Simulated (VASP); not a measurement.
# LiCl (I-42m) in VASP: further runs

Runs on LiCl. Level: PBE. Tasks: single point.

Program: VASP 6.6.1. These are calculated values, not measurements. Logs are shortened: lines on timing, memory, paths and dates and some standing lists are left out, and cuts for length are marked.

## 1. The cell of the first run

Symmetry: I-42m, No. 121, tetragonal system. The conventional cell has a = 6.803 Å, b = 6.803 Å, c = 8.935 Å, α = 90.00°, β = 90.00°, γ = 90.00°. Li (site symmetry m) has 4 Cl at 2.12 to 2.22 Å and 1 Li at 2.59 Å within 2.8 Å. Li (site symmetry -42m) has 4 Cl at 2.14 Å within 2.8 Å. Within 2.8 Å of Cl (site symmetry m) lie 4 Li at 2.12 to 2.22 Å and 1 Cl at 2.59 Å. Cl (site symmetry -42m) has 4 Li at 2.14 Å within 2.8 Å.

The cell was generated, and may not be a known phase.

## 2. Single point, PBE

File INCAR:

```
  ALGO = Normal
  EDIFF = 1E-6
  ENCUT = 520
  GGA = PE
  ISIF = 2
  ISMEAR = 0
  LASPH = T
  LCHARG = F
  LREAL = F
  LWAVE = F
  NBANDS = 36
  NELM = 100
  PREC = Accurate
  SIGMA = 0.1
```

File KPOINTS:

```
k-points
0
Gamma
  4 4 4
```

File POSCAR:

```
LiCl
1.0
   -3.4014072800      3.4014072800      4.4672562700
    3.4014072800     -3.4014072800      4.4672562700
    3.4014072800      3.4014072800     -4.4672562700
Li Cl
5 5
Direct
    0.1748685200      0.4445008600      0.0000000000
    0.5554991400      0.5554991400      0.7303676600
    0.0000000000      0.0000000000      0.0000000000
    0.8251314800      0.8251314800      0.2696323400
    0.4445008600      0.1748685200      0.0000000000
    0.3251314800      0.3251314800      0.2696323400
    0.9445008600      0.6748685200      0.0000000000
    0.6748685200      0.9445008600      0.0000000000
    0.0554991400      0.0554991400      0.7303676600
    0.5000000000      0.5000000000      0.0000000000
```

Potentials or basis: VASP PAW PBE potentials, release 64 (Li_sv, Cl).

Command:

```bash
$ cat potpaw_PBE.64/Li_sv/POTCAR potpaw_PBE.64/Cl/POTCAR > POTCAR
$ mpirun -np 1 vasp_std > vasp.out
```

OUTCAR:

```text
EDIFF = 1E-6
   ENCUT = 520
   GGA = PE
   ISIF = 2
   ISMEAR = 0
   LASPH = T
   LREAL = F
   NELM = 100
   PREC = Accurate

 ion  position               nearest neighbor table
   1  0.175  0.445  0.000-   9 2.12   6 2.12  10 2.14   7 2.22   5 2.59
   2  0.555  0.555  0.730-   7 2.12   8 2.12  10 2.14   6 2.22   4 2.59
   3  0.000  0.000  0.000-   6 2.14   9 2.14   8 2.14   7 2.14
   4  0.825  0.825  0.270-   7 2.12   8 2.12  10 2.14   9 2.22   2 2.59
   5  0.445  0.175  0.000-   9 2.12   6 2.12  10 2.14   8 2.22   1 2.59
   6  0.325  0.325  0.270-   1 2.12   5 2.12   3 2.14   2 2.22   9 2.59
   7  0.945  0.675  0.000-   2 2.12   4 2.12   3 2.14   1 2.22   8 2.59
   8  0.675  0.945  0.000-   2 2.12   4 2.12   3 2.14   5 2.22   7 2.59
   9  0.055  0.055  0.730-   1 2.12   5 2.12   3 2.14   4 2.22   6 2.59
  10  0.500  0.500  0.000-   2 2.14   4 2.14   1 2.14   5 2.14

  LATTYP: Found a body centered tetragonal cell.
 ALAT       =     6.8028145600
 C/A-ratio  =     1.3133552975

  Lattice vectors:

 A1 = (  -3.4014072800,   3.4014072800,   4.4672562700)
 A2 = (   3.4014072800,  -3.4014072800,   4.4672562700)
 A3 = (   3.4014072800,   3.4014072800,  -4.4672562700)

Analysis of symmetry for initial positions (statically):
=====================================================================
 Subroutine PRICEL returns:
 Original cell was already a primitive cell.

 Routine SETGRP: Setting up the symmetry group for a
 body centered tetragonal supercell.

 Subroutine GETGRP returns: Found  8 space group operations
 (whereof  8 operations were pure point group operations)
 out of a pool of 16 trial point group operations.

The static configuration has the point symmetry D_2d.

Analysis of symmetry for dynamics (positions and initial velocities):
=====================================================================
 Subroutine PRICEL returns:
 Original cell was already a primitive cell.

 Routine SETGRP: Setting up the symmetry group for a
 body centered tetragonal supercell.

 Subroutine GETGRP returns: Found  8 space group operations
 (whereof  8 operations were pure point group operations)
 out of a pool of 16 trial point group operations.

The dynamic configuration has the point symmetry D_2d.

 Subroutine INISYM returns: Found  8 space group operations
 (whereof  8 operations are pure point group operations),
 and found     1 'primitive' translations

----------------------------------------------------------------------------------------

                                     Primitive cell

  volume of cell :     206.7370

  direct lattice vectors                    reciprocal lattice vectors
    -3.401407280  3.401407280  4.467256270     0.000000000  0.146997980  0.111925524
     3.401407280 -3.401407280  4.467256270     0.146997980  0.000000000  0.111925524
     3.401407280  3.401407280 -4.467256270     0.146997980  0.146997980  0.000000000

  length of vectors
     6.564717934  6.564717934  6.564717934     0.184758570  0.184758570  0.207886537

  position of ions in fractional coordinates (direct lattice)
     0.174868520  0.444500860  0.000000000
     0.555499140  0.555499140  0.730367660
     0.000000000  0.000000000  0.000000000
     0.825131480  0.825131480  0.269632340
     0.444500860  0.174868520  0.000000000
     0.325131480  0.325131480  0.269632340
     0.944500860  0.674868520  0.000000000
     0.674868520  0.944500860  0.000000000
     0.055499140  0.055499140  0.730367660
     0.500000000  0.500000000  0.000000000

  ion indices of the primitive-cell ions
   primitive index   ion index
                 1           1
                 2           2
                 3           3
                 4           4
                 5           5
                 6           6
                 7           7
                 8           8
                 9           9
                10          10

----------------------------------------------------------------------------------------

 KPOINTS: k-points

Automatic generation of k-mesh.
 Grid dimensions read from file:
 generate k-points for:    4    4    4

 Generating k-lattice:

  Cartesian coordinates                     Fractional coordinates (reciprocal lattice)
     0.000000000  0.036749495  0.027981381     0.250000000  0.000000000  0.000000000
     0.036749495  0.000000000  0.027981381     0.000000000  0.250000000  0.000000000
     0.036749495  0.036749495  0.000000000     0.000000000  0.000000000  0.250000000

  Length of vectors
     0.046189642  0.046189642  0.051971634

  Shift w.r.t. Gamma in fractional coordinates (k-lattice)
     0.000000000  0.000000000  0.000000000

 Subroutine IBZKPT returns following result:
 ===========================================

 Found     13 irreducible k-points:

 Following reciprocal coordinates:
            Coordinates               Weight
  0.000000  0.000000  0.000000      1.000000
  0.250000  0.000000  0.000000      8.000000
  0.500000  0.000000  0.000000      4.000000
  0.250000  0.250000  0.000000      8.000000
  0.500000  0.250000  0.000000     16.000000
 -0.250000  0.250000  0.000000      4.000000
  0.500000  0.500000  0.000000      2.000000
  0.250000  0.250000  0.250000      2.000000
 -0.250000  0.250000  0.250000      4.000000
  0.500000  0.500000  0.250000      4.000000
 -0.250000  0.500000  0.250000      8.000000
 -0.250000 -0.250000  0.250000      2.000000
  0.500000  0.500000  0.500000      1.000000
   k-points           NKPTS =     13   k-points in BZ     NKDIM =     13   number of bands    NBANDS=     36
   number of dos      NEDOS =    301   number of ions     NIONS =     10
   total plane-waves  NPLWV = 125000
   dimension x,y,z NGX =    50 NGY =   50 NGZ =   50
   dimension x,y,z NGXF=   100 NGYF=  100 NGZF=  100
   ions per type =               5   5
   NGX,Y,Z   is equivalent  to a cutoff of  12.66, 12.66, 12.66 a.u.
   NGXF,Y,Z  is equivalent  to a cutoff of  25.32, 25.32, 25.32 a.u.
 SYSTEM =  unknown system
   PREC   = accura    normal or accurate (medium, high low for compatibility)
   ISTART =      0    job   : 0-new  1-cont  2-samecut
   ICHARG =      2    charge: 1-file 2-atom 10-const
   ISPIN  =      1    spin polarized calculation?
   LNONCOLLINEAR =      F non collinear calculations
   LSORBIT =      F    spin-orbit coupling
   LASPH  =      T    aspherical Exc in radial PAW
   ENCUT  =  520.0 eV  38.22 Ry    6.18 a.u.  12.21 12.21 12.21*2*pi/ulx,y,z
   NELM   =    100;   NELMIN=  2; NELMDL= -5     # of ELM steps
   EDIFF  = 0.1E-05   stopping-criterion for ELM
   LREAL  =      F    real-space projection
   EDIFFG = 0.1E-04   stopping-criterion for IOM
   NSW    =      0    number of steps for IOM
   IBRION =     -1    ionic relax: 0-MD 1-quasi-New 2-CG
   NFREE  =      0    steps in history (QN), initial steepest desc. (CG)
   ISIF   =      2    stress and relaxation
   ISYM   =      2    0-nonsym 1-usesym 2-fastsym
   POTIM  = 0.5000    time-step for ionic-motion
   TEBEG  =    0.0;   TEEND  =   0.0 temperature during run
   PSTRESS=    0.0 pullay stress
   NELECT =      50.0000    total number of electrons
   NUPDOWN=      -1.0000    fix difference up-down
   EMIN   =  10.00;   EMAX   =-10.00  energy-range for DOS
   EFERMI =   0.00;   METHOD = LEGACY
   ISMEAR =     0;   SIGMA  =   0.10  broadening in eV -4-tet -1-fermi 0-gaus
   EFERMI_NEDOS =   21; number of points for ismear=-14 and -15
   IALGO  =     38    algorithm
   IMIX   =      4    mixing-type and parameters
     AMIX     =   0.40;   BMIX     =  1.00
     AMIX_MAG =   1.60;   BMIX_MAG =  1.00
  volume/ion in A,a.u.               =      20.67       139.51
  Fermi-wavevector in a.u.,A,eV,Ry     =   1.019981  1.927485 14.154977  1.040361
  Thomas-Fermi vector in A             =   2.153525
   LORBIT       =      0    0 simple, 1 ext, 2 COOP (PROOUT), +10 PAW based schemes
   GGA     = PE    functional components
   LHFCALC =     F    Hartree Fock is set to
   AEXX    =    0.0000 exact exchange contribution
   IVDW    =     0    specifies the selected vdW correction
   LEPSILON=     F    determine dielectric tensor
   LRPA    =     F    only Hartree local field effects (RPA)
 non-spin polarized calculation
 Gauss-broadening in eV      SIGMA  =   0.10
  energy-cutoff  :      520.00
  volume of cell :      206.74
 maximum number of plane-waves:      5617
 NGX is ok and might be reduce to    50
   NGX = 25   NGY = 25   NGZ = 25

 number of electron      49.9999979 magnetization

 Free energy of the ion-electron system (eV)
  ---------------------------------------------------
  ext. energy  EPLUGINS =         0.00000000
  ---------------------------------------------------
  free energy    TOTEN  =       -32.98518340 eV

  energy without entropy =      -32.98518340  energy(sigma->0) =      -32.98518340

 E-fermi :  -0.0914     XC(G=0):  -7.2683

 val. band max:       -0.6958999961   @ k =   0.0000   0.0000   0.0000
 cond. band min:       4.6797639838   @ k =   0.0000   0.0000   0.0000
 fundamental gap:      5.3756639800
 Fermi energy:        -0.0913940914

 k-point     1 :       0.0000    0.0000    0.0000
  band No.  band energies     occupation
      1     -43.7488      2.00000
      2     -43.7104      2.00000
      3     -43.7085      2.00000
      4     -43.6850      2.00000
      5     -43.6850      2.00000
      6     -14.8861      2.00000
[... 28 lines left out ...]
     35       8.6381      0.00000
     36       9.7816      0.00000

 k-point     2 :       0.2500    0.0000    0.0000
  band No.  band energies     occupation
      1     -43.7486      2.00000
      2     -43.7104      2.00000
      3     -43.7085      2.00000
      4     -43.6850      2.00000
      5     -43.6849      2.00000
      6     -14.8676      2.00000
[... 28 lines left out ...]
     35       9.2033      0.00000
     36       9.3504      0.00000
[... 388 lines left out ...]
     35       9.1160      0.00000
     36       9.7016      0.00000

 k-point    13 :       0.5000    0.5000    0.5000
  band No.  band energies     occupation
      1     -43.7484      2.00000
      2     -43.7103      2.00000
      3     -43.7088      2.00000
      4     -43.6850      2.00000
      5     -43.6849      2.00000
      6     -14.8254      2.00000
[... 28 lines left out ...]
     35       9.6683      0.00000
     36       9.6695      0.00000

------------------------ aborting loop because EDIFF is reached ----------------------------------------

  FORCE on cell =-STRESS in cart. coord.  units (eV):
  Direction    XX          YY          ZZ          XY          YZ          ZX
  --------------------------------------------------------------------------------------
  -------------------------------------------------------------------------------------
  Total       16.9016154     16.9016154     17.4815171      0.0000000     -0.0000000      0.0000000
  in kB      130.9847288    130.9847288    135.4788715      0.0000000     -0.0000000      0.0000000
  external PRESSURE =     132.4827764 kB  Pullay stress =       0.0000000 kB

 VOLUME and BASIS-vectors are now :
 -----------------------------------------------------------------------------
  energy-cutoff  :      520.00
  volume of cell :      206.74
      direct lattice vectors                 reciprocal lattice vectors
    -3.401407280  3.401407280  4.467256270     0.000000000  0.146997980  0.111925524
     3.401407280 -3.401407280  4.467256270     0.146997980  0.000000000  0.111925524
     3.401407280  3.401407280 -4.467256270     0.146997980  0.146997980  0.000000000

 POSITION                                       TOTAL-FORCE (eV/Angst)
 -----------------------------------------------------------------------------------
      0.91713     -0.91713      2.76688         0.728048     -0.728048      0.266377
      2.48428      2.48428      1.70037        -0.728048     -0.728048     -0.266377
      0.00000      0.00000      0.00000         0.000000      0.000000      0.000000
      0.91713      0.91713      6.16763         0.728048      0.728048     -0.266377
     -0.91713      0.91713      2.76688        -0.728048      0.728048      0.266377
      0.91713      0.91713      1.70037         2.850502      2.850502     -0.814532
     -0.91713      0.91713      7.23414        -2.850502      2.850502      0.814532
      0.91713     -0.91713      7.23414         2.850502     -2.850502      0.814532
      2.48428      2.48428     -2.76688        -2.850502     -2.850502     -0.814532
      0.00000      0.00000      4.46726         0.000000      0.000000      0.000000
 -----------------------------------------------------------------------------------
    total drift:                               -0.000000     -0.000000     -0.000001

  FREE ENERGIE OF THE ION-ELECTRON SYSTEM (eV)
  ---------------------------------------------------
  free  energy   TOTEN  =       -32.9851833989 eV

  energy  without entropy=      -32.9851833989  energy(sigma->0) =      -32.98518340
```

It took 94 s on 1 thread of Intel Xeon Platinum 8488C (Sapphire Rapids), shared host; peak memory 0.35 GiB.

Results:

```
Free energy            : -32.9852 eV
Largest force          : 4.113 eV/Å
Band gap on the k mesh : 5.38 eV
```

Forces on the atoms (eV/Å):
```
Li   0.728 -0.728  0.266
Li  -0.728 -0.728 -0.266
Li   0.000  0.000  0.000
Li   0.728  0.728 -0.266
Li  -0.728  0.728  0.266
Cl   2.851  2.851 -0.815
Cl  -2.851  2.851  0.815
Cl   2.851 -2.851  0.815
Cl  -2.851 -2.851 -0.815
Cl   0.000  0.000  0.000
```

Caveat: the cutoff is under 1.25 times the usual one of these potentials, so pressure, stress and relaxed cells hold a basis-set (Pulay) error; forces of over 1 eV/Å act on the atoms, so gaps and moduli don't describe the material at rest.

(Part 1 of 2 ends here.)
